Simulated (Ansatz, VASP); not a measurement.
**One calculation of Mg, two programs**

The input INCAR:

```
SYSTEM = Mg
PREC = Accurate
ENCUT = 520
EDIFF = 1E-7
ISMEAR = 0
SIGMA = 0.1
LREAL = .False.
LASPH = .True.
NELM = 100
ALGO = Fast
ISIF = 2
LWAVE = .False.
LCHARG = .False.
GGA = PE
NBANDS = 9
```

Contents of KPOINTS:

```
regular mesh
0
Gamma
  6 6 4
  0 0 0
```

File POSCAR:

```
Mg
1.0
    3.5970397190      0.0000000000      0.0000000000
   -1.7985198595      3.1151277750      0.0000000000
    0.0000000000      0.0000000000      5.3547131815
Mg
2
Direct
    0.3333333333      0.6666666667      0.2500000000
    0.6666666667      0.3333333333      0.7500000000
```

Input for Ansatz:

```yaml
crystal:
  lattice:
    - [3.597039719, 0.0, 0.0]
    - [-1.7985198595, 3.115127775, 0.0]
    - [0.0, 0.0, 5.3547131815]
  atoms:
    - { symbol: Mg, position: [0.3333333333, 0.6666666667, 0.25] }
    - { symbol: Mg, position: [0.6666666667, 0.3333333333, 0.75] }
basis:
  ecutwfc: 420
kpoints:
  mp_grid: { grid: [6, 6, 4] }
hamiltonian:
  xc: pbe
scf:
  occupations: { method: gaussian, width: 0.1 }
output:
  forces: true
  stress: true
  eigenvalues: true
```

Alike in both runs: task single point; functional PBE; k mesh 6 × 6 × 4; occupations gaussian, width 0.1 eV; no spin polarisation.

```csv
,VASP,Ansatz
version,VASP 6.6.1,Ansatz 0.2.0
potentials or method,"VASP PAW PBE potentials, release 64 (Mg), cutoff 520 eV","scalar-relativistic, plane waves, PAW"
valence electrons in the cell,4,20
```

Ansatz gave:

- gap on the k mesh at the Fermi level (eV): none
- pressure (GPa): -5.7
- traceless stress, the component that is largest in VASP (GPa): 0.39

Task: What did VASP give for the same quantities?

Result: gap on the k mesh at the Fermi level (eV): none; pressure (GPa): -5.8; traceless stress, the component that is largest in VASP (GPa): 0.39.

A gap of «none» marks a metal or a gap that the smearing closes. VASP's potentials hold 4 valence electrons a cell and Ansatz's 20, so a difference there can come from the potentials and not from the codes.
